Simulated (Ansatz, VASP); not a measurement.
**One calculation of LiF, two programs**

Contents of INCAR:

```
SYSTEM = LiF
  PREC = Accurate
  ENCUT = 520
  EDIFF = 1E-7
  ISMEAR = 0
  SIGMA = 0.02
  LREAL = .FALSE.
  LASPH = .TRUE.
  NELM = 80
  ALGO = Normal
  ISIF = 2
  LWAVE = .FALSE.
  LCHARG = .TRUE.
  GGA = PE
  LELF = .TRUE.
  LVHAR = .TRUE.
  NBANDS = 12
```

KPOINTS

```
Automatic mesh
0
G
  10 10 10
  0 0 0
```

File POSCAR:

```
LiF
1.0
   -0.0166557800      1.9686245800      1.9801849400
    1.9444968600      0.0252354200      1.9382937400
    1.9310634800      1.9133000000      0.0386688000
Li F
1 1
Direct
    0.0868073486      0.0008788481     -0.0887189672
    0.4131926514      0.4991211519      0.5887189672
```

Input for Ansatz:

```yaml
crystal:
  lattice:
    - [-0.01665578, 1.96862458, 1.98018494]
    - [1.94449686, 0.02523542, 1.93829374]
    - [1.93106348, 1.9133, 0.0386688]
  atoms:
    - { symbol: Li, position: [0.0868073486, 0.0008788481, -0.0887189672] }
    - { symbol: F, position: [0.4131926514, 0.4991211519, 0.5887189672] }
basis:
  ecutwfc: 420
kpoints:
  mp_grid: { grid: [10, 10, 10] }
hamiltonian:
  xc: pbe
scf:
  occupations: { method: gaussian, width: 0.02 }
output:
  forces: true
  stress: true
  eigenvalues: true
  populations: true
```

Change from the starting cell: all atoms moved at random, cell strained at random.

Alike in both runs: task single point; functional PBE; k mesh 10 × 10 × 10; occupations gaussian, width 0.02 eV; no spin polarisation.

```csv
,VASP,Ansatz
version,VASP 6.6.1,Ansatz 0.2.0
potentials or method,"VASP PAW PBE potentials, release 64 (Li_sv, F), cutoff 520 eV","scalar-relativistic, plane waves, PAW"
valence electrons in the cell,10,10
```

|  | VASP | Ansatz | Ansatz less VASP |
| --- | --- | --- | --- |
| gap on the k mesh at the Fermi level (eV) | 9.57 | 9.58 | +0.012 |
| least direct gap on the mesh (eV) | 9.57 | 9.58 | +0.012 |
| rms of the force components (eV/Å) | 1.083 | 1.022 | -0.0610 |

Atom by atom the forces differ by 0.061 eV/Å (rms over components).

Noted on VASP's run: the cutoff is short for stress, so the pressure is rough.
